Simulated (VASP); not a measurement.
# Ca in VASP: notebook

Aim: see how the results for Ca move with the level of theory and the settings. Levels: PBE, PBEsol. Tasks: single point.

All numbers are computed with VASP 6.6.1; they aren't measurements. Logs are shortened: lines on timing, memory, paths and dates and some standing lists are left out, and cuts for length are marked.

## Step 1: The cell of the first run

Symmetry: Im-3m, No. 229, cubic system. Conventional cell: a = 4.510 Å, b = 4.510 Å, c = 4.510 Å, α = 90.00°, β = 90.00°, γ = 90.00°. Ca (site symmetry m-3m) has 14 Ca at 3.91 to 4.51 Å within 5.1 Å.

## Step 2: Single point, PBE (volume scaled by 1.02)

Contents of INCAR:

```
PREC = Accurate ; ENCUT = 520
EDIFF = 1E-6 ; ISMEAR = -1
SIGMA = 0.05 ; LREAL = False
LASPH = True ; NELM = 80
ALGO = Normal ; ISIF = 2
LWAVE = False ; LCHARG = False
GGA = PE ; NBANDS = 11
```

Contents of KPOINTS:

```
Automatic mesh
0
Gamma
  8 8 8
```

Contents of POSCAR:

```
Ca
1.0
   -2.2548348694      2.2548348694      2.2548348694
    2.2548348694     -2.2548348694      2.2548348694
    2.2548348694      2.2548348694     -2.2548348694
Ca
1
Direct
    0.0000000000      0.0000000000      0.0000000000
```

Potentials or basis: VASP PAW PBE potentials, release 64 (Ca_sv).

Run with:

```console
cat potpaw_PBE.64/Ca_sv/POTCAR > POTCAR
mpirun -np 1 vasp_std > vasp.out
```

OUTCAR:

```text
PREC = Accurate
   ENCUT = 520
   EDIFF = 1E-6
   ISMEAR = -1
   LREAL = False
   LASPH = True
   NELM = 80
   ISIF = 2
   GGA = PE

 ion  position               nearest neighbor table
   1  0.000  0.000  0.000-

  LATTYP: Found a body centered cubic cell.
 ALAT       =     4.5096697388

  Lattice vectors:

 A1 = (  -2.2548348694,   2.2548348694,   2.2548348694)
 A2 = (   2.2548348694,  -2.2548348694,   2.2548348694)
 A3 = (   2.2548348694,   2.2548348694,  -2.2548348694)

Analysis of symmetry for initial positions (statically):
=====================================================================
 Subroutine PRICEL returns:
 Original cell was already a primitive cell.

 Routine SETGRP: Setting up the symmetry group for a
 body centered cubic supercell.

 Subroutine GETGRP returns: Found 48 space group operations
 (whereof 48 operations were pure point group operations)
 out of a pool of 48 trial point group operations.

The static configuration has the point symmetry O_h .

Analysis of symmetry for dynamics (positions and initial velocities):
=====================================================================
 Subroutine PRICEL returns:
 Original cell was already a primitive cell.

 Routine SETGRP: Setting up the symmetry group for a
 body centered cubic supercell.

 Subroutine GETGRP returns: Found 48 space group operations
 (whereof 48 operations were pure point group operations)
 out of a pool of 48 trial point group operations.

The dynamic configuration has the point symmetry O_h .

 Subroutine INISYM returns: Found 48 space group operations
 (whereof 48 operations are pure point group operations),
 and found     1 'primitive' translations

----------------------------------------------------------------------------------------

                                     Primitive cell

  volume of cell :      45.8568

  direct lattice vectors                    reciprocal lattice vectors
    -2.254834869  2.254834869  2.254834869     0.000000000  0.221745728  0.221745728
     2.254834869 -2.254834869  2.254834869     0.221745728  0.000000000  0.221745728
     2.254834869  2.254834869 -2.254834869     0.221745728  0.221745728  0.000000000

  length of vectors
     3.905488556  3.905488556  3.905488556     0.313595816  0.313595816  0.313595816

  position of ions in fractional coordinates (direct lattice)
     0.000000000  0.000000000  0.000000000

  ion indices of the primitive-cell ions
   primitive index   ion index
                 1           1

----------------------------------------------------------------------------------------

 KPOINTS: Automatic mesh

Automatic generation of k-mesh.
 Grid dimensions read from file:
 generate k-points for:    8    8    8

 Generating k-lattice:

  Cartesian coordinates                     Fractional coordinates (reciprocal lattice)
     0.000000000  0.027718216  0.027718216     0.125000000  0.000000000  0.000000000
     0.027718216  0.000000000  0.027718216     0.000000000  0.125000000  0.000000000
     0.027718216  0.027718216  0.000000000     0.000000000  0.000000000  0.125000000

  Length of vectors
     0.039199477  0.039199477  0.039199477

  Shift w.r.t. Gamma in fractional coordinates (k-lattice)
     0.000000000  0.000000000  0.000000000

 Subroutine IBZKPT returns following result:
 ===========================================

 Found     29 irreducible k-points:

 Following reciprocal coordinates:
            Coordinates               Weight
  0.000000  0.000000  0.000000      1.000000
  0.125000  0.000000  0.000000     12.000000
  0.250000  0.000000  0.000000     12.000000
  0.375000  0.000000  0.000000     12.000000
  0.500000  0.000000  0.000000      6.000000
  0.125000  0.125000  0.000000     24.000000
[... 16 lines left out ...]
 -0.250000  0.250000  0.250000      6.000000
 -0.375000  0.375000  0.250000     24.000000
 [... further k-points ...]
   k-points           NKPTS =     29   k-points in BZ     NKDIM =     29   number of bands    NBANDS=     11
   number of dos      NEDOS =    301   number of ions     NIONS =      1
   total plane-waves  NPLWV =  27000
   dimension x,y,z NGX =    30 NGY =   30 NGZ =   30
   dimension x,y,z NGXF=    60 NGYF=   60 NGZF=   60
   ions per type =               1
   NGX,Y,Z   is equivalent  to a cutoff of  12.77, 12.77, 12.77 a.u.
   NGXF,Y,Z  is equivalent  to a cutoff of  25.54, 25.54, 25.54 a.u.
 SYSTEM =  unknown system
   PREC   = accura    normal or accurate (medium, high low for compatibility)
   ISTART =      0    job   : 0-new  1-cont  2-samecut
   ICHARG =      2    charge: 1-file 2-atom 10-const
   ISPIN  =      1    spin polarized calculation?
   LNONCOLLINEAR =      F non collinear calculations
   LSORBIT =      F    spin-orbit coupling
   LASPH  =      T    aspherical Exc in radial PAW
   ENCUT  =  520.0 eV  38.22 Ry    6.18 a.u.   7.26  7.26  7.26*2*pi/ulx,y,z
   NELM   =     80;   NELMIN=  2; NELMDL= -5     # of ELM steps
   EDIFF  = 0.1E-05   stopping-criterion for ELM
   LREAL  =      F    real-space projection
   EDIFFG = 0.1E-04   stopping-criterion for IOM
   NSW    =      0    number of steps for IOM
   IBRION =     -1    ionic relax: 0-MD 1-quasi-New 2-CG
   NFREE  =      0    steps in history (QN), initial steepest desc. (CG)
   ISIF   =      2    stress and relaxation
   ISYM   =      2    0-nonsym 1-usesym 2-fastsym
   POTIM  = 0.5000    time-step for ionic-motion
   TEBEG  =    0.0;   TEEND  =   0.0 temperature during run
   PSTRESS=    0.0 pullay stress
   NELECT =      10.0000    total number of electrons
   NUPDOWN=      -1.0000    fix difference up-down
   EMIN   =  10.00;   EMAX   =-10.00  energy-range for DOS
   EFERMI =   0.00;   METHOD = LEGACY
   ISMEAR =    -1;   SIGMA  =   0.05  broadening in eV -4-tet -1-fermi 0-gaus
   EFERMI_NEDOS =   21; number of points for ismear=-14 and -15
   IALGO  =     38    algorithm
   IMIX   =      4    mixing-type and parameters
     AMIX     =   0.40;   BMIX     =  1.00
     AMIX_MAG =   1.60;   BMIX_MAG =  1.00
  volume/ion in A,a.u.               =      45.86       309.46
  Fermi-wavevector in a.u.,A,eV,Ry     =   0.985387  1.862111 13.211083  0.970987
  Thomas-Fermi vector in A             =   2.116690
   LORBIT       =      0    0 simple, 1 ext, 2 COOP (PROOUT), +10 PAW based schemes
   GGA     = PE    functional components
   LHFCALC =     F    Hartree Fock is set to
   AEXX    =    0.0000 exact exchange contribution
   IVDW    =     0    specifies the selected vdW correction
   LEPSILON=     F    determine dielectric tensor
   LRPA    =     F    only Hartree local field effects (RPA)
 non-spin polarized calculation
  energy-cutoff  :      520.00
  volume of cell :       45.86
 maximum number of plane-waves:      1264
 NGX is ok and might be reduce to    30
   NGX = 15   NGY = 15   NGZ = 15

 number of electron      10.0000000 magnetization

 number of electron       9.9999999 magnetization

 Free energy of the ion-electron system (eV)
  ---------------------------------------------------
  ext. energy  EPLUGINS =         0.00000000
  ---------------------------------------------------
  free energy    TOTEN  =        -1.90377461 eV

  energy without entropy =       -1.89066048  energy(sigma->0) =       -1.89721755

 E-fermi :   1.6631     XC(G=0):  -7.4830

 val. band max:        1.6512986085   @ k =   0.5000   0.5000   0.2500
 cond. band min:       1.6782874086   @ k =   0.5000   0.5000   0.2500
 fundamental gap:      0.0269888001
 Fermi energy:         1.6631464823

 k-point     1 :       0.0000    0.0000    0.0000
  band No.  band energies     occupation
      1     -40.5692      2.00000
      2     -21.4929      2.00000
      3     -21.4929      2.00000
      4     -21.4929      2.00000
      5      -2.2298      2.00000
      6       3.8625      0.00000
      7       3.8625      0.00000
      8       3.8625      0.00000
      9       4.8320      0.00000
     10       4.8320      0.00000
     11      11.4782      0.00000

 k-point     2 :       0.1250    0.0000    0.0000
  band No.  band energies     occupation
      1     -40.5677      2.00000
      2     -21.5082      2.00000
      3     -21.4981      2.00000
      4     -21.4928      2.00000
      5      -1.9675      2.00000
      6       3.7121      0.00000
      7       3.7406      0.00000
      8       4.0537      0.00000
      9       4.6874      0.00000
     10       4.8390      0.00000
     11      10.8982      0.00000

 k-point     3 :       0.2500    0.0000    0.0000
  band No.  band energies     occupation
      1     -40.5642      2.00000
      2     -21.5447      2.00000
      3     -21.5106      2.00000
      4     -21.4927      2.00000
      5      -1.2180      2.00000
      6       3.1833      0.00000
      7       3.3861      0.00000
      8       4.5913      0.00000
      9       4.6615      0.00000
     10       4.8903      0.00000
     11       8.9319      0.00000

 k-point     4 :       0.3750    0.0000    0.0000
  band No.  band energies     occupation
      1     -40.5607      2.00000
      2     -21.5809      2.00000
      3     -21.5231      2.00000
      4     -21.4926      2.00000
      5      -0.1131      2.00000
      6       2.3567      0.00000
      7       3.1002      0.00000
      8       4.7422      0.00000
      9       5.0013      0.00000
     10       5.3214      0.00000
     11       7.1983      0.00000
[... 239 lines left out ...]
 k-point    22 :       0.2500    0.2500    0.2500
  band No.  band energies     occupation
      1     -40.5587      2.00000
      2     -21.5430      2.00000
      3     -21.5430      2.00000
      4     -21.5430      2.00000
      5       2.0208      0.00156
      6       2.0208      0.00156
      7       2.0208      0.00156
      8       4.9085      0.00000
      9       5.1109      0.00000
     10       5.1109      0.00000
     11       7.1488      0.00000

 k-point    23 :      -0.2500    0.2500    0.2500
  band No.  band energies     occupation
      1     -40.5598      2.00000
      2     -21.5459      2.00000
      3     -21.5295      2.00000
      4     -21.5295      2.00000
      5      -0.2961      2.00000
      6       3.0959      0.00000
      7       3.7252      0.00000
      8       3.7252      0.00000
      9       4.6437      0.00000
     10       4.9792      0.00000
     11       9.1445      0.00000

 k-point    24 :      -0.3750    0.3750    0.2500
  band No.  band energies     occupation
      1     -40.5566      2.00000
      2     -21.5700      2.00000
      3     -21.5428      2.00000
      4     -21.5318      2.00000
      5       0.6772      2.00000
      6       2.4265      0.00000
      7       3.7112      0.00000
      8       3.8755      0.00000
      9       4.8554      0.00000
     10       5.1958      0.00000
     11       7.4577      0.00000

 [... further k-points ...]
[... 5 lines left out ...]
  --------------------------------------------------------------------------------------
  -------------------------------------------------------------------------------------
  Total       -0.3494596     -0.3494596     -0.3494596      0.0000000     -0.0000000     -0.0000000
  in kB      -12.2096525    -12.2096525    -12.2096525      0.0000000     -0.0000000     -0.0000000
  external PRESSURE =     -12.2096525 kB  Pullay stress =       0.0000000 kB

 VOLUME and BASIS-vectors are now :
 -----------------------------------------------------------------------------
  energy-cutoff  :      520.00
  volume of cell :       45.86
      direct lattice vectors                 reciprocal lattice vectors
    -2.254834869  2.254834869  2.254834869     0.000000000  0.221745728  0.221745728
     2.254834869 -2.254834869  2.254834869     0.221745728  0.000000000  0.221745728
     2.254834869  2.254834869 -2.254834869     0.221745728  0.221745728  0.000000000

 POSITION                                       TOTAL-FORCE (eV/Angst)
 -----------------------------------------------------------------------------------
      0.00000      0.00000      0.00000         0.000000     -0.000000     -0.000000
 -----------------------------------------------------------------------------------
    total drift:                               -0.000000     -0.000000      0.000000

  FREE ENERGIE OF THE ION-ELECTRON SYSTEM (eV)
  ---------------------------------------------------
  free  energy   TOTEN  =        -1.9037746113 eV

  energy  without entropy=       -1.8906604839  energy(sigma->0) =       -1.89721755
```

Run time: 6.5 s. Hardware: 1 thread of Intel Xeon 6975P-C (Granite Rapids), shared host; peak memory 0.17 GiB.

Results:

- Free energy: -1.9038 eV
- Pressure: -1.2 GPa
- Band gap on the k mesh: zero (band 5 reaches 2.02 eV, above the bottom of band 6 at 1.60 eV)

## Step 3: Single point, PBE (volume scaled by 1.04)

Contents of INCAR:

```
SYSTEM = Ca
PREC = Accurate ; ENCUT = 520
EDIFF = 1E-6 ; ISMEAR = -1
SIGMA = 0.05 ; LREAL = .FALSE.
LASPH = .TRUE. ; NELM = 100
ALGO = Normal ; ISIF = 2
LWAVE = .FALSE. ; LCHARG = .FALSE.
GGA = PE ; NBANDS = 11
```

Contents of KPOINTS:

```
regular mesh
0
G
  8 8 8
  0 0 0
```

Contents of POSCAR:

```
Ca
1.0
   -2.2694770646      2.2694770646      2.2694770646
    2.2694770646     -2.2694770646      2.2694770646
    2.2694770646      2.2694770646     -2.2694770646
Ca
1
Direct
    0.0000000000      0.0000000000      0.0000000000
```

Potentials or basis: VASP PAW PBE potentials, release 64 (Ca_sv).

Run with:

```console
cat potpaw_PBE.64/Ca_sv/POTCAR > POTCAR
mpirun -np 1 vasp_std > vasp.out
```

Run time: 6.8 s. Hardware: 1 thread of Intel Xeon 6975P-C (Granite Rapids), shared host; peak memory 0.17 GiB.

Results (log left out):

```yaml
Free_energy: -1.8963 eV
Pressure: -1.5 GPa
Band_gap_on_the_k_mesh: zero (band 5 reaches 1.95 eV, above the bottom of band 6 at 1.52 eV)
```

Levels at points of the mesh, in eV from the Fermi level:
```tsv
k point	band 2	band 3	band 4	band 5	band 6	band 7	band 8	band 9
(0.00, 0.00, 0.00)	-23.20	-23.20	-23.20	-3.86	2.17	2.17	2.17	3.12
(0.50, 0.00, 0.00)	-23.30	-23.24	-23.20	-0.83	-0.07	1.32	3.01	3.35
(0.50, 0.50, 0.50)	-23.27	-23.27	-23.27	0.18	0.18	3.56	3.56	3.56
```

## Step 4: Single point, PBE (volume scaled by 1.06)

Contents of INCAR:

```
ALGO = Normal
EDIFF = 1E-7
ENCUT = 520
GGA = PE
ISIF = 2
ISMEAR = -1
LASPH = T
LCHARG = T
LELF = T
LREAL = F
LVHAR = T
LWAVE = F
NBANDS = 11
NELM = 60
PREC = Accurate
SIGMA = 0.05
```

Contents of KPOINTS:

```
k-points
0
Gamma
  8 8 8
```

Contents of POSCAR:

```
Ca
1.0
   -2.2839327222      2.2839327222      2.2839327222
    2.2839327222     -2.2839327222      2.2839327222
    2.2839327222      2.2839327222     -2.2839327222
Ca
1
Direct
    0.0000000000      0.0000000000      0.0000000000
```

Run with:

```console
cat potpaw_PBE.64/Ca_sv/POTCAR > POTCAR
mpirun -np 1 vasp_std > vasp.out
```

Run time: 8.1 s. Hardware: 1 thread of Intel Xeon 6975P-C (Granite Rapids), shared host; peak memory 0.17 GiB.

The run converged. Its results:

- Free energy: -1.8876 eV
- Pressure: -1.7 GPa
- Band gap on the k mesh: zero (band 5 reaches 1.88 eV, above the bottom of band 6 at 1.44 eV)

Levels at points of the mesh, in eV from the Fermi level:
```
           k point  band 2  band 3  band 4  band 5  band 6  band 7  band 8  band 9
(0.00, 0.00, 0.00)  -23.25  -23.25  -23.25   -3.82    2.15    2.15    2.15    3.08
(0.50, 0.00, 0.00)  -23.34  -23.28  -23.25   -0.82   -0.08    1.31    2.96    3.30
(0.50, 0.50, 0.50)  -23.31  -23.31  -23.31    0.20    0.20    3.49    3.49    3.49
```

[end of part 1 of 2]
